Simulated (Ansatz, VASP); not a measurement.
One calculation of InSb3, two programs

```
In Sb
1.0
     4.87032    0.00000    0.00000
     0.00000    4.87032    0.00000
     0.00000    0.00000    4.87032
In Sb
1 3
Direct
  0.00000 0.00000 0.00000
  0.50000 0.00000 0.50000
  0.00000 0.50000 0.50000
  0.50000 0.50000 0.00000
```

Change from the starting cell: equal engineering shear yz, xz and xy +0.0000, equal normal strain along x, y and z +0.0300.

Alike in both runs: task single point; functional PBEsol; k mesh 8 × 8 × 8; occupations gaussian, width 0.15 eV; no spin polarisation.

|  | VASP | Ansatz |
| --- | --- | --- |
| version | VASP 6.6.1 | Ansatz 0.2.0 |
| potentials or method | VASP PAW PBE potentials, release 64 (In_d, Sb), cutoff 520 eV | scalar-relativistic, plane waves, PAW |
| valence electrons in the cell | 28 | 58 |

|  | VASP | Ansatz | Ansatz less VASP |
| --- | --- | --- | --- |
| gap on the k mesh at the Fermi level (eV) | none | none | - |
| pressure (GPa) | -4.3 | -4.3 | +0.03 |

VASP's potentials were made for PBE, not for PBEsol, and Ansatz warns of the same on its side. A gap of «none» marks a metal or a gap that the smearing closes. VASP's potentials hold 28 valence electrons a cell and Ansatz's 58, so a difference there can come from the potentials and not from the codes.

Neither program's run includes spin-orbit coupling.
